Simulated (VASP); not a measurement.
# GaN (Fm-3m) in VASP: settings compared

Aim: see how the results for GaN move with the level of theory and the settings. Levels: PBE, r2SCAN, LDA. Tasks: single point, relaxation of cell and atoms.

Everything below comes from runs of VASP 6.6.1. Logs are shortened: lines on timing, memory, paths and dates and some standing lists are left out, and cuts for length are marked.

## 1. The cell of the first run

It takes space group Fm-3m (No. 225, cubic). The conventional cell has a = 4.217 Å, b = 4.217 Å, c = 4.217 Å, α = 90.00°, β = 90.00°, γ = 90.00°. Ga (site symmetry m-3m) has 6 N at 2.11 Å within 2.8 Å. Within 2.8 Å of N (site symmetry m-3m) lie 6 Ga at 2.11 Å.

## 2. Single point, PBE, non-collinear spin, zero start, spin-orbit coupling

INCAR reads:

```
  PREC = Accurate
  ENCUT = 520
  EDIFF = 1E-6
  ISMEAR = -1
  SIGMA = 0.02
  LREAL = F
  LASPH = T
  NELM = 150
  ALGO = Normal
  ISIF = 2
  LWAVE = F
  LCHARG = F
  LNONCOLLINEAR = T
  MAGMOM = 0 0 0 0 0 0
  LORBIT = 11
  LSORBIT = T
  GGA_COMPAT = F
  LORBMOM = T
  GGA = PE
  NBANDS = 30
```

KPOINTS reads:

```
Automatic mesh
0
Gamma
  10 10 10
```

POSCAR reads:

```
GaN
1.0
    0.0000000000      2.1085153661      2.1085153661
    2.1085153661      0.0000000000      2.1085153661
    2.1085153661      2.1085153661      0.0000000000
Ga N
1 1
Direct
    0.5000000000      0.5000000000      0.5000000000
    0.0000000000      0.0000000000      0.0000000000
```

Potentials or basis: VASP PAW PBE potentials, release 64 (Ga_d, N).

Command:

```sh
$ cat potpaw_PBE.64/Ga_d/POTCAR potpaw_PBE.64/N/POTCAR > POTCAR
$ mpirun -np 1 vasp_ncl > vasp.out
```

OUTCAR:

```text
PREC = Accurate
   ENCUT = 520
   EDIFF = 1E-6
   ISMEAR = -1
   LREAL = F
   LASPH = T
   NELM = 150
   ISIF = 2
   LNONCOLLINEAR = T
   LORBIT = 11
   LSORBIT = T
   GGA = PE

 ion  position               nearest neighbor table
   1  0.500  0.500  0.500-   2 2.11   2 2.11   2 2.11   2 2.11   2 2.11   2 2.11
   2  0.000  0.000  0.000-   1 2.11   1 2.11   1 2.11   1 2.11   1 2.11   1 2.11

  LATTYP: Found a face centered cubic cell.
 ALAT       =     4.2170307322

  Lattice vectors:

 A1 = (   0.0000000000,   2.1085153661,   2.1085153661)
 A2 = (   2.1085153661,   0.0000000000,   2.1085153661)
 A3 = (   2.1085153661,   2.1085153661,   0.0000000000)

Analysis of symmetry for initial positions (statically):
=====================================================================
 Subroutine PRICEL returns:
 Original cell was already a primitive cell.

 Routine SETGRP: Setting up the symmetry group for a
 face centered cubic supercell.

 Subroutine GETGRP returns: Found 48 space group operations
 (whereof 48 operations were pure point group operations)
 out of a pool of 48 trial point group operations.

The static configuration has the point symmetry O_h .

Analysis of symmetry for dynamics (positions and initial velocities):
=====================================================================
 Subroutine PRICEL returns:
 Original cell was already a primitive cell.

 Routine SETGRP: Setting up the symmetry group for a
 face centered cubic supercell.

 Subroutine GETGRP returns: Found 48 space group operations
 (whereof 48 operations were pure point group operations)
 out of a pool of 48 trial point group operations.

The dynamic configuration has the point symmetry O_h .

Analysis of structural, dynamic, and magnetic symmetry:
=====================================================================
 Subroutine PRICEL returns:
 Original cell was already a primitive cell.

 Routine SETGRP: Setting up the symmetry group for a
 face centered cubic supercell.

 Subroutine GETGRP returns: Found 48 space group operations
 (whereof 48 operations were pure point group operations)
 out of a pool of 48 trial point group operations.

The overall configuration has the point symmetry O_h .

 Subroutine INISYM returns: Found 48 space group operations
 (whereof 48 operations are pure point group operations),
 and found     1 'primitive' translations

----------------------------------------------------------------------------------------

                                     Primitive cell

  volume of cell :      18.7482

  direct lattice vectors                    reciprocal lattice vectors
     0.000000000  2.108515366  2.108515366    -0.237133676  0.237133676  0.237133676
     2.108515366  0.000000000  2.108515366     0.237133676 -0.237133676  0.237133676
     2.108515366  2.108515366  0.000000000     0.237133676  0.237133676 -0.237133676

  length of vectors
     2.981891027  2.981891027  2.981891027     0.410727575  0.410727575  0.410727575

  position of ions in fractional coordinates (direct lattice)
     0.500000000  0.500000000  0.500000000
     0.000000000  0.000000000  0.000000000

  ion indices of the primitive-cell ions
   primitive index   ion index
                 1           1
                 2           2

----------------------------------------------------------------------------------------

 KPOINTS: Automatic mesh

Automatic generation of k-mesh.
 Grid dimensions read from file:
 generate k-points for:   10   10   10

 Generating k-lattice:

  Cartesian coordinates                     Fractional coordinates (reciprocal lattice)
    -0.023713368  0.023713368  0.023713368     0.100000000  0.000000000  0.000000000
     0.023713368 -0.023713368  0.023713368     0.000000000  0.100000000  0.000000000
     0.023713368  0.023713368 -0.023713368     0.000000000  0.000000000  0.100000000

  Length of vectors
[... 89 lines left out ...]
 NGX is ok and might be reduce to    24
   NGX = 11   NGY = 11   NGZ = 11

 number of electron      18.0000008 magnetization      -0.0000000      0.0000000     -0.0000000

 number of electron      18.0000008 magnetization      -0.0000000     -0.0000000     -0.0000000

 number of electron      18.0000008 magnetization       0.0000000      0.0000000      0.0000000

 Free energy of the ion-electron system (eV)
  ---------------------------------------------------
  ext. energy  EPLUGINS =         0.00000000
  ---------------------------------------------------
  free energy    TOTEN  =       -11.19005017 eV

  energy without entropy =      -11.19005017  energy(sigma->0) =      -11.19005017

 E-fermi :   8.3080     XC(G=0): -13.1188

 val. band max:        7.9576595521   @ k =  -0.2000   0.2000   0.0000
 cond. band min:       8.6185087226   @ k =   0.5000   0.5000   0.0000
 fundamental gap:      0.6608491705
 Fermi energy:         8.3080172944

 k-point     1 :       0.0000    0.0000    0.0000
  band No.  band energies     occupation
      1      -9.3875      1.00000
      2      -9.3875      1.00000
      3      -6.2429      1.00000
      4      -6.2429      1.00000
      5      -6.2429      1.00000
      6      -6.2429      1.00000
[... 781 lines left out ...]
     29      32.8400      0.00000
     30      32.8400      0.00000

 [... further k-points ...]
[... 5 lines left out ...]
  --------------------------------------------------------------------------------------
  -------------------------------------------------------------------------------------
  Total        1.0772741      1.0772741      1.0772741     -0.0000000      0.0000000     -0.0000000
  in kB       92.0611686     92.0611686     92.0611686     -0.0000000      0.0000000     -0.0000000
  external PRESSURE =      92.0611686 kB  Pullay stress =       0.0000000 kB

 VOLUME and BASIS-vectors are now :
 -----------------------------------------------------------------------------
  energy-cutoff  :      520.00
  volume of cell :       18.75
      direct lattice vectors                 reciprocal lattice vectors
     0.000000000  2.108515366  2.108515366    -0.237133676  0.237133676  0.237133676
     2.108515366  0.000000000  2.108515366     0.237133676 -0.237133676  0.237133676
     2.108515366  2.108515366  0.000000000     0.237133676  0.237133676 -0.237133676

 POSITION                                       TOTAL-FORCE (eV/Angst)
 -----------------------------------------------------------------------------------
      2.10852      2.10852      2.10852        -0.000000      0.000000     -0.000000
      0.00000      0.00000      0.00000         0.000000     -0.000000      0.000000
 -----------------------------------------------------------------------------------
    total drift:                               -0.000000     -0.000000     -0.000000

  FREE ENERGIE OF THE ION-ELECTRON SYSTEM (eV)
  ---------------------------------------------------
  free  energy   TOTEN  =       -11.1900501687 eV

  energy  without entropy=      -11.1900501679  energy(sigma->0) =      -11.19005017

 orbital moment (x)

 # of ion     p       d       tot
 ----------------------------------------
  1        -0.000   0.000   0.000
  2         0.000   0.000   0.000
 ----------------------------------------
            0.000   0.000   0.000

 orbital moment (y)

 # of ion     p       d       tot
 ----------------------------------------
  1         0.000   0.000   0.000
  2         0.000   0.000   0.000
 ----------------------------------------
            0.000   0.000   0.000

 orbital moment (z)

 # of ion     p       d       tot
 ----------------------------------------
  1         0.000  -0.000  -0.000
  2         0.000   0.000   0.000
 ----------------------------------------
            0.000  -0.000  -0.000

 Spin-Orbit-Coupling matrix elements

 Ion:    1  E_soc:     -0.0095976
 l=   1
     0.0000000    -0.0008300    -0.0008300
    -0.0008300     0.0000000    -0.0008300
    -0.0008300    -0.0008300     0.0000000
 l=   2
     0.0000000    -0.0001628     0.0000000    -0.0001628    -0.0006069
    -0.0001628     0.0000000    -0.0004552    -0.0001628    -0.0001517
     0.0000000    -0.0004552     0.0000000    -0.0004552     0.0000000
    -0.0001628    -0.0001628    -0.0004552     0.0000000    -0.0001517
    -0.0006069    -0.0001517     0.0000000    -0.0001517     0.0000000
 l=   3
     0.0000000     0.0000000     0.0000000     0.0000000     0.0000000     0.0000000     0.0000000
     0.0000000     0.0000000     0.0000000     0.0000000     0.0000000     0.0000000     0.0000000
     0.0000000     0.0000000     0.0000000     0.0000000     0.0000000     0.0000000     0.0000000
     0.0000000     0.0000000     0.0000000     0.0000000     0.0000000     0.0000000     0.0000000
     0.0000000     0.0000000     0.0000000     0.0000000     0.0000000     0.0000000     0.0000000
     0.0000000     0.0000000     0.0000000     0.0000000     0.0000000     0.0000000     0.0000000
     0.0000000     0.0000000     0.0000000     0.0000000     0.0000000     0.0000000     0.0000000

 Ion:    2  E_soc:     -0.0000806
 l=   1
     0.0000000    -0.0000134    -0.0000134
    -0.0000134     0.0000000    -0.0000134
    -0.0000134    -0.0000134     0.0000000
 l=   2
     0.0000000     0.0000000     0.0000000     0.0000000     0.0000000
     0.0000000     0.0000000     0.0000000     0.0000000     0.0000000
     0.0000000     0.0000000     0.0000000     0.0000000     0.0000000
     0.0000000     0.0000000     0.0000000     0.0000000     0.0000000
     0.0000000     0.0000000     0.0000000     0.0000000     0.0000000
 l=   3
     0.0000000     0.0000000     0.0000000     0.0000000     0.0000000     0.0000000     0.0000000
     0.0000000     0.0000000     0.0000000     0.0000000     0.0000000     0.0000000     0.0000000
     0.0000000     0.0000000     0.0000000     0.0000000     0.0000000     0.0000000     0.0000000
     0.0000000     0.0000000     0.0000000     0.0000000     0.0000000     0.0000000     0.0000000
     0.0000000     0.0000000     0.0000000     0.0000000     0.0000000     0.0000000     0.0000000
     0.0000000     0.0000000     0.0000000     0.0000000     0.0000000     0.0000000     0.0000000
     0.0000000     0.0000000     0.0000000     0.0000000     0.0000000     0.0000000     0.0000000

 total charge

# of ion       s       p       d       tot
------------------------------------------
    1        0.714   0.744  10.201  11.659
    2        1.242   2.499   0.000   3.741
--------------------------------------------------
tot          1.956   3.243  10.201  15.400

 magnetization (x)

# of ion       s       p       d       tot
------------------------------------------
    1        0.000   0.000  -0.000   0.000
    2        0.000   0.000   0.000   0.000
--------------------------------------------------
tot          0.000   0.000  -0.000   0.000

 magnetization (y)

# of ion       s       p       d       tot
------------------------------------------
    1        0.000   0.000   0.000   0.000
    2        0.000  -0.000   0.000   0.000
--------------------------------------------------
tot          0.000   0.000   0.000   0.000

 magnetization (z)

# of ion       s       p       d       tot
------------------------------------------
    1       -0.000  -0.000   0.000  -0.000
    2        0.000   0.000   0.000   0.000
--------------------------------------------------
tot          0.000  -0.000   0.000  -0.000
```

Run time: 31 s. Hardware: 1 thread of AMD EPYC 9R45 (Zen 5), shared host; peak memory 0.19 GiB.

What came out:

```yaml
Free_energy: -11.1901 eV
Pressure: 9.2 GPa
Net_moment: 0.00 μB per cell
Valence_electrons_inside_the_program's_atomic_spheres: Ga 11.66; N 3.74
```

Moments on the atoms (μB; x, y, z):
```
Ga  0.00 0.00 0.00
N   0.00 0.00 0.00
```

## 3. Relaxation of cell and atoms, r2SCAN

This run uses another cell than the first one, of 9.72 Å³/atom, 1.037 times its volume.

POSCAR reads:

```
GaN
1.0
    0.0000000000      2.1340290692      2.1340290692
    2.1340290692      0.0000000000      2.1340290692
    2.1340290692      2.1340290692      0.0000000000
Ga N
1 1
Direct
    0.5000000000      0.5000000000      0.5000000000
    0.0000000000      0.0000000000      0.0000000000
```

INCAR.step1 reads:

```
SYSTEM = GaN
  ALGO = Normal
  EDIFF = 1E-4
  ENCUT = 600
  GGA = PE
  ISMEAR = -1
  LASPH = .True.
  LCHARG = .False.
  LREAL = .False.
  LWAVE = .True.
  NELM = 80
  PREC = Accurate
  SIGMA = 0.02
```

INCAR.step2 reads:

```
SYSTEM = GaN
  ALGO = Normal
  EDIFF = 1E-6
  EDIFFG = -0.005
  ENCUT = 600
  IBRION = 2
  ISIF = 3
  ISMEAR = -1
  ISTART = 1
  LASPH = .True.
  LCHARG = .False.
  LMIXTAU = .True.
  LREAL = .False.
  LWAVE = .False.
  METAGGA = R2SCAN
  NELM = 80
  NSW = 80
  PREC = Accurate
  SIGMA = 0.02
```

KPOINTS reads:

```
k-points
0
Gamma
  10 10 10
  0 0 0
```

Potentials or basis: VASP PAW PBE potentials, release 64 (Ga_d, N).

Command:

```sh
$ cat potpaw_PBE.64/Ga_d/POTCAR potpaw_PBE.64/N/POTCAR > POTCAR
$ cp INCAR.step1 INCAR
$ mpirun -np 1 vasp_std > vasp.out
$ cp INCAR.step2 INCAR
$ mpirun -np 1 vasp_std > vasp.out
```

It took 1.7 min on 1 thread of AMD EPYC 9R45 (Zen 5), shared host; peak memory 0.13 GiB.

Results (log left out):

| Property | Result |
| --- | --- |
| Free energy | -20.9781 eV |
| Relaxed volume | 9.42 Å³/atom |
| Relaxed cell | a = 2.987 Å, b = 2.987 Å, c = 2.987 Å, α = 60.00°, β = 60.00°, γ = 60.00° |
| Space group after relaxing (to 0.05 Å) | Fm-3m (No. 225) |
| Energy gained by relaxing | 6.9 meV/atom |
| Ionic steps | 4 |
| Pressure after relaxing | 0.0 GPa |
| Band gap on the k mesh | 1.14 eV, indirect (least direct gap 3.34 eV) |

The path:
```csv
step,energy change (eV),largest force (eV/Å),pressure (GPa),volume (Å³)
1,0.0000,0.0000,-7.03,19.44
2,0.0006,0.0000,8.28,18.26
3,-0.0138,0.0000,0.14,18.84
4,-0.0138,0.0000,-0.05,18.85
```

Final structure:
```
Ga N
1.0
     0.00000    2.11232    2.11232
     2.11232    0.00000    2.11232
     2.11232    2.11232    0.00000
Ga N
1 1
Direct
  0.50000 0.50000 0.50000
  0.00000 0.00000 0.00000
```

Levels at points of the mesh, in eV from the valence-band top:
```csv
k point,band 6,band 7,band 8,band 9,band 10,band 11,band 12,band 13
"(0.00, 0.00, 0.00)",-14.29,-0.50,-0.50,-0.50,2.84,15.49,15.49,15.49
"(0.50, 0.00, 0.00)",-14.14,-8.33,-0.15,-0.15,5.40,9.85,9.85,10.36
"(0.50, 0.50, 0.00)",-11.52,-7.21,-3.10,-3.10,1.14,8.53,13.09,15.70
```

Caveat: the PAW data sets were made with another functional, which shifts forces and pressure a little. A k mesh can miss the band edges.

## 4. Single point, LDA

This run uses another cell than the first one, of 9.14 Å³/atom, 0.975 times its volume.

INCAR reads:

```
  ALGO = Normal
  EDIFF = 1E-6
  ENCUT = 520
  GGA = CA
  ISIF = 2
  ISMEAR = -1
  LASPH = T
  LCHARG = F
  LREAL = F
  LWAVE = F
  NBANDS = 16
  NELM = 100
  PREC = Accurate
  SIGMA = 0.02
```

KPOINTS reads:

```
k-points
0
Gamma
  10 10 10
```

POSCAR reads:

```
GaN
1.0
    0.0000000000      2.0904772416      2.0904772416
    2.0904772416      0.0000000000      2.0904772416
    2.0904772416      2.0904772416      0.0000000000
Ga N
1 1
Direct
    0.5000000000      0.5000000000      0.5000000000
    0.0000000000      0.0000000000      0.0000000000
```

Potentials or basis: VASP PAW LDA potentials, release 64 (Ga_d, N).

Command:

```sh
$ cat potpaw_LDA.64/Ga_d/POTCAR potpaw_LDA.64/N/POTCAR > POTCAR
$ mpirun -np 1 vasp_std > vasp.out
```

It took 8.6 s on 1 thread of Intel Xeon Platinum 8488C (Sapphire Rapids), shared host; peak memory 0.13 GiB.

It converged, with:

```yaml
Free_energy: -13.0823 eV
Pressure: 1.4 GPa
Band_gap_on_the_k_mesh: 0.65 eV, indirect (least direct gap 3.25 eV)
```

Levels at points of the mesh, in eV from the valence-band top:
| k point | band 7 | band 8 | band 9 | band 10 | band 11 | band 12 |
| --- | --- | --- | --- | --- | --- | --- |
| (0.00, 0.00, 0.00) | -0.54 | -0.54 | -0.54 | 2.71 | 14.87 | 14.87 |
| (0.50, 0.00, 0.00) | -8.49 | -0.14 | -0.14 | 4.83 | 9.11 | 9.11 |
| (0.50, 0.50, 0.00) | -7.41 | -3.18 | -3.18 | 0.65 | 7.82 | 12.12 |

A k mesh can miss the band edges.

## 5. Single point, PBE

INCAR reads:

```
SYSTEM = GaN
PREC = Accurate ; ENCUT = 520
EDIFF = 1E-7 ; ISMEAR = -1
SIGMA = 0.02 ; LREAL = .False.
LASPH = .True. ; NELM = 80
ALGO = Normal ; ISIF = 2
LWAVE = .False. ; LCHARG = .True.
GGA = PE ; LELF = .True.
LVHAR = .True. ; NBANDS = 16
```

KPOINTS reads:

```
regular mesh
0
Gamma
  10 10 10
  0 0 0
```

POSCAR reads:

```
GaN
1.0
    0.0000000000      2.1085153661      2.1085153661
    2.1085153661      0.0000000000      2.1085153661
    2.1085153661      2.1085153661      0.0000000000
Ga N
1 1
Direct
    0.5000000000      0.5000000000      0.5000000000
    0.0000000000      0.0000000000      0.0000000000
```

Potentials or basis: VASP PAW PBE potentials, release 64 (Ga_d, N).

Command:

```sh
$ cat potpaw_PBE.64/Ga_d/POTCAR potpaw_PBE.64/N/POTCAR > POTCAR
$ mpirun -np 1 vasp_std > vasp.out
```

Wall time 11 s (1 thread of Intel Xeon Platinum 8488C (Sapphire Rapids), shared host); peak memory 0.14 GiB.

Results (log left out):

| Quantity | Value |
| --- | --- |
| Free energy | -11.1852 eV |
| Pressure | 9.1 GPa |
| Band gap on the k mesh | 0.66 eV, indirect (least direct gap 2.83 eV) |

Levels at points of the mesh, in eV from the valence-band top:
```
           k point  band 5  band 6  band 7  band 8  band 9  band 10  band 11  band 12  band 13  band 14
(0.00, 0.00, 0.00)  -13.86  -13.86   -0.49   -0.49   -0.49     2.34    14.79    14.79    14.79    15.95
(0.50, 0.00, 0.00)  -13.73  -13.73   -8.26   -0.14   -0.14     4.75     9.16     9.16     9.52    16.45
(0.50, 0.50, 0.00)  -13.67  -10.95   -7.15   -3.04   -3.04     0.66     7.86    12.02    14.62    14.62
```

A k mesh can miss the band edges. As with any semilocal functional, this PBE gap is likely too small.

## 6. Overview

```csv
task,level,potentials or basis,spin,cell,cutoff (eV),gap on the mesh (eV),pressure (GPa)
single point,PBE,"VASP PAW PBE potentials, release 64 (Ga_d, N)","non-collinear, zero start, SOC","a = 2.982 Å, angles 60.0°, 2 atoms",520,-,9.2
relaxation of cell and atoms,r2SCAN,"VASP PAW PBE potentials, release 64 (Ga_d, N)",off,"relaxed from a = 3.018 Å, angles 60.0°, 2 atoms",600,1.14,0.0
single point,LDA,"VASP PAW LDA potentials, release 64 (Ga_d, N)",off,"a = 2.956 Å, angles 60.0°, 2 atoms",520,0.65,1.4
single point,PBE,"VASP PAW PBE potentials, release 64 (Ga_d, N)",off,"a = 2.982 Å, angles 60.0°, 2 atoms",520,0.66,9.1
```

Alike in all rows: k mesh 10 × 10 × 10; smearing fermi-dirac 0.02 eV.

Caveats: the PAW data sets were made with another functional, which shifts forces and pressure a little (some runs).

Absolute energies hang on the potentials; compare differences alone.
